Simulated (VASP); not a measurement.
Wanted: the native input for a VASP 6.6.1 run.

| Property | Result |
| --- | --- |
| Task | single point |
| Functional | PBE |
| Potentials or basis | VASP PAW PBE potentials, release 64 (Mg, Al) |
| Cutoff | 520 eV |
| k mesh | 3 × 3 × 3 |
| Occupations | fermi-dirac, width 0.15 eV |
| Spin | no spin polarisation |
| Dipole correction | no |
| Further INCAR settings | ALGO = Normal; EDIFF = 1e-06; NBANDS = 30 |

The structure of MgAl11 (a cell with a defect) lies in POSCAR:

```
MgAl11
1.0
    0.0000000000      6.0744150000      6.0744150000
    4.0496100000      0.0000000000      4.0496100000
    4.0496100000      4.0496100000      0.0000000000
Mg Al
1 11
Direct
    0.0000000000      0.0000000000      0.0000000000
    0.0000000000      0.0000000000      0.5000000000
    0.0000000000      0.5000000000      0.0000000000
    0.0000000000      0.5000000000      0.5000000000
    0.3333333333      0.0000000000      0.0000000000
    0.3333333333      0.0000000000      0.5000000000
    0.3333333333      0.5000000000      0.0000000000
    0.3333333333      0.5000000000      0.5000000000
    0.6666666667      0.0000000000      0.0000000000
    0.6666666667      0.0000000000      0.5000000000
    0.6666666667      0.5000000000      0.0000000000
    0.6666666667      0.5000000000      0.5000000000
```

One way to write it, as run:

INCAR

```
ALGO = Normal ; EDIFF = 1E-6
ENCUT = 520 ; GGA = PE
GGA_COMPAT = F ; ISIF = 2
ISMEAR = -1 ; LASPH = T
LCHARG = F ; LREAL = F
LWAVE = F ; NBANDS = 30
NELM = 120 ; PREC = Accurate
SIGMA = 0.15
```

KPOINTS

```
k-points
0
Gamma
  3 3 3
```

Potentials or basis: VASP PAW PBE potentials, release 64 (Mg, Al).

Run with:

```bash
$ cat potpaw_PBE.64/Mg/POTCAR potpaw_PBE.64/Al/POTCAR > POTCAR
$ mpirun -np 1 vasp_std > vasp.out
```

It gave:

The pressure is 1.4 GPa. The largest force is 0.123 eV/Å and the band gap on the k mesh is zero (an odd number of electrons rules out a gap without spin polarisation).

Caveat: the k points lie up to 0.45 Å⁻¹ apart, too coarse for converged energies and pressures of a metal.

It took 59 s on 1 thread of Intel(R) Xeon(R) Platinum 8488C (Sapphire Rapids) (shared host), peak memory 0.38 GiB.
